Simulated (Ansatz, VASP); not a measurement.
**Two plane-wave programs on Al7Cu**

```
Al Cu
1.0
     0.00000    3.97457    3.97457
     3.97457    0.00000    3.97457
     3.97457    3.97457    0.00000
Al Cu
7 1
Direct
  0.50000 0.00000 0.00000
  0.00000 0.50000 0.50000
  0.00000 0.50000 0.00000
  0.50000 0.00000 0.50000
  0.00000 0.00000 0.50000
  0.50000 0.50000 0.00000
  0.00000 0.00000 0.00000
  0.50000 0.50000 0.50000
```

Alike in both runs: functional PBE; k mesh 4 × 4 × 4; occupations gaussian, width 0.1 eV; no spin polarisation.

Ansatz relaxed the structure, and its values are those at the end. VASP's run is a single point on that final structure, the one shown.

|  | VASP | Ansatz |
| --- | --- | --- |
| version | VASP 6.6.1 | Ansatz 0.2.0 |
| potentials or method | VASP PAW PBE potentials, release 64 (Al, Cu), cutoff 520 eV | scalar-relativistic, plane waves, PAW |
| valence electrons in the cell | 32 | 40 |

Ansatz gave:

| Item | Value |
| --- | --- |
| gap on the k mesh at the Fermi level (eV) | none |
| pressure (GPa) | 0.0 |

Problem. Which values does VASP return?

Solution. gap on the k mesh at the Fermi level (eV): none; pressure (GPa): 0.1.

A gap of «none» marks a metal or a gap that the smearing closes. The functional is the same, so the differences come from potentials, cutoffs and numerics. VASP's potentials hold 32 valence electrons a cell and Ansatz's 40, so a difference there can come from the potentials and not from the codes.
